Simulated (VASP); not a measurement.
Wanted: the native input for a VASP 6.6.1 run.

```
Task                   : electric field gradients
Functional             : LDA
Potentials or basis    : VASP PAW LDA potentials, release 64 (Ta_pv, N)
Cutoff                 : 520 eV
k mesh                 : 9 × 9 × 5
Occupations            : fermi-dirac, width 0.03 eV
Spin                   : no spin polarisation
Dipole correction      : no
Further INCAR settings : ALGO = Normal; EDIFF = 1e-08; NBANDS = 24
```

The structure of TaN lies in POSCAR:

```
TaN
1.0
    3.0601340589      0.0000000000      0.0000000000
   -1.5300670295      2.6501538341      0.0000000000
    0.0000000000      0.0000000000      4.9564120807
Ta N
2 2
Direct
    0.3333333333      0.6666666667      0.0000000000
    0.6666666667      0.3333333333      0.5000000000
    0.3333333333      0.6666666667      0.3850000000
    0.6666666667      0.3333333333      0.8850000000
```

This cell differs from its parent crystal: volume scaled by 1.01.

The input as run:

INCAR

```
SYSTEM = TaN
PREC = Accurate
ENCUT = 520
EDIFF = 1E-8
ISMEAR = -1
SIGMA = 0.03
LREAL = .False.
LASPH = .True.
NELM = 100
ALGO = Normal
ISIF = 2
LWAVE = .False.
LCHARG = .False.
LEFG = .True.
NBANDS = 24
```

KPOINTS

```
Automatic mesh
0
Gamma
  9 9 5
  0 0 0
```

Potentials or basis: VASP PAW LDA potentials, release 64 (Ta_pv, N).

Run with:

```sh
$ cat potpaw_LDA.64/Ta_pv/POTCAR potpaw_LDA.64/N/POTCAR > POTCAR
$ mpirun -np 1 vasp_std > vasp.out
```

Results of the run:

```json
{"Pressure": "115.4 GPa", "Largest force": "2.212 eV/Å", "Band gap on the k mesh": "zero (band 16 reaches 10.05 eV, above the bottom of band 17 at 7.89 eV)"}
```

Caveat: without QUAD_EFG the Cq values of the log hold for a quadrupole moment of 1 mb, not for the nuclei; spin-orbit coupling is left out, which moves the levels of the heavy elements; forces of over 1 eV/Å act on the atoms, so gaps and moduli don't describe the material at rest.

Run time: 22 s on 1 thread of Intel(R) Xeon(R) Platinum 8488C (Sapphire Rapids) (shared host), peak memory 0.16 GiB.
